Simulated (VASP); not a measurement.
# Al5Cu: single point with PBE

Crystal: Al5Cu.

```
CELL_PARAMETERS angstrom
4.86260 0.00000 0.00000
-2.43130 4.21114 0.00000
0.00000 0.00000 4.43803
ATOMIC_POSITIONS crystal
Al 0.66667 0.33333 0.00000
Al 0.33333 0.66667 0.00000
Al 0.33333 0.00000 0.50000
Al 0.00000 0.33333 0.50000
Al 0.66667 0.66667 0.50000
Cu 0.00000 0.00000 0.00000
```

- Program: VASP 6.6.1
- Task: single point
- Functional: PBE
- Potentials or basis: VASP PAW PBE potentials, release 64 (Al, Cu)
- Cutoff: 520 eV
- k mesh: 6 × 6 × 4
- Occupations: gaussian, width 0.1 eV
- Spin: no spin polarisation
- Dipole correction: no
- Further INCAR settings: ALGO = Fast; EDIFF = 1e-06; NBANDS = 22

* Pressure: 3.3 GPa
* Largest force: 0.418 eV/Å
* Band gap on the k mesh: zero (bands 13 and 14 overlap by 2.89 eV)

Forces in eV/Å, atoms in the order of the input:
```
Al   0.000  0.000  0.000
Al   0.000  0.000  0.000
Al  -0.418  0.000  0.000
Al   0.209 -0.362  0.000
Al   0.209  0.362  0.000
Cu   0.000  0.000  0.000
```

Stress tensor (GPa, compression positive):
```
3.57 0.00 0.00
0.00 3.57 0.00
0.00 0.00 2.86
```

Levels at points of the mesh, in eV from the Fermi level:
| k point | band 11 | band 12 | band 13 | band 14 | band 15 | band 16 |
| --- | --- | --- | --- | --- | --- | --- |
| (0.00, 0.00, 0.00) | -2.91 | -2.18 | -2.18 | -1.68 | 2.41 | 2.99 |
| (0.50, 0.00, 0.00) | -1.91 | -1.84 | -0.77 | 1.31 | 1.91 | 2.42 |
| (0.00, 0.00, 0.50) | -1.62 | -1.31 | -1.31 | -1.05 | -0.55 | -0.55 |
| (0.50, 0.00, 0.50) | -3.38 | -2.13 | -1.77 | 3.59 | 3.75 | 4.37 |

Run time: 36 s on 1 thread of AMD EPYC 9R45 96-Core Processor (Zen 5) (shared host), peak memory 0.18 GiB.

Caveat: the cell stands under pressure.
